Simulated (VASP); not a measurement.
Li3Ag, 4 atoms in the cell. Symmetry: Fm-3m, No. 225, cubic system. The conventional cell has a = 5.913 Å, b = 5.913 Å, c = 5.913 Å, α = 90.00°, β = 90.00°, γ = 90.00°. Li (site symmetry -43m) has 10 Li at 2.56 to 2.96 Å and 4 Ag at 2.56 Å within 3.4 Å. Within 3.4 Å of Li (site symmetry m-3m) lie 8 Li at 2.56 Å and 6 Ag at 2.96 Å. Within 3.4 Å of Ag (site symmetry m-3m) lie 14 Li at 2.56 to 2.96 Å. 

- Program: VASP 6.6.1
- Task: single point
- Functional: PBEsol
- Potentials or basis: VASP PAW PBE potentials, release 64 (Li_sv, Ag)
- Cutoff: 520 eV
- k mesh: 6 × 6 × 6
- Occupations: methfessel-paxton, width 0.15 eV
- Spin: no spin polarisation
- Dipole correction: no
- Further INCAR settings: ALGO = Normal; EDIFF = 1e-06; NBANDS = 18

Potentials or basis: VASP PAW PBE potentials, release 64 (Li_sv, Ag).

Run with:

```sh
$ cat potpaw_PBE.64/Li_sv/POTCAR potpaw_PBE.64/Ag/POTCAR > POTCAR
$ mpirun -np 1 vasp_std > vasp.out
```

Hardware: 1 thread of Intel Xeon 8259CL (shared host).

Estimate the wall time of this run.

It took 29 s on 1 thread of Intel Xeon 8259CL, with other jobs on the host, peak memory 0.18 GiB. Counts: scf iterations 13, k points 16.
